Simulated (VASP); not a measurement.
Runs of VASP 6.6.1 on NaCl. The structure is that of space group Pm-3m (No. 221), or close to it. The cells are those of the table. 

```tsv
level	cell	k mesh	cutoff (eV)	gap on the mesh (eV)	pressure (GPa)
r2SCAN+D3(BJ)	a = 3.461 Å, 2 atoms	6 × 6 × 6	550	4.95	-1.2
PBE	a = 2.870 Å, 2 atoms	8 × 8 × 8	500	4.46	(b)
r2SCAN	a = 3.461 Å, 2 atoms	6 × 6 × 6	550	4.95	(a)
PBE	a = 2.980 Å, 2 atoms	8 × 8 × 8	500	4.85	(c)
PBE	a = 3.320 Å, 2 atoms	8 × 8 × 8	500	4.59	6.1
```

Alike in all rows: task single point; potentials or basis VASP PAW PBE potentials, release 64 (Na_pv, Cl); no spin polarisation; smearing gaussian 0.05 eV.

Task: Fill in the values left out.

Result: (a) -0.3; (b) 62.6; (c) 39.1.

Caveats: the cell stands under pressure (at least some runs); the PAW data sets were made with another functional, which shifts forces and pressure a little (at least some runs); three body term missing (at least some runs).

A k mesh can miss the band edges.
